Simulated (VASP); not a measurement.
Runs of VASP 6.6.1 on Rh. The structure is that of space group Fm-3m (No. 225), or close to it. The cells are those of the table. 

| task | cell | k mesh | cutoff (eV) | gap on the mesh (eV) | pressure (GPa) | relaxed volume (Å³/atom) |
| --- | --- | --- | --- | --- | --- | --- |
| single point | a = 2.655 Å, angles 60.0°, 1 atom | 20 × 20 × 20 | 520 | none | 0.8 | - |
| relaxation of cell and atoms | relaxed from a = 2.657 Å, angles 60.0°, 1 atom | 20 × 20 × 20 | 600 | none | 0.0 | 13.26 |
| relaxation of cell and atoms | relaxed from a = 2.689 Å, angles 60.0°, 1 atom | 8 × 8 × 8 | 500 | none | -0.3 | 13.32 |
| single point | a = 2.657 Å, angles 60.0°, 1 atom | 8 × 8 × 8 | 500 | none | 0.8 | - |
| single point | a = 2.689 Å, angles 60.0°, 1 atom | 8 × 8 × 8 | 500 | none | (a) | - |

Alike in all rows: level LDA; potentials or basis VASP PAW LDA potentials, release 64 (Rh_pv); no spin polarisation; smearing gaussian 0.1 eV.

Task: Fill in the values left out.

Result: (a) -9.5.

Caveats: some runs use coarse meshes.

A k mesh can miss the band edges, and the runs leave out spin-orbit coupling on Rh.

A gap of «none» marks levels without a gap at the run's occupations.
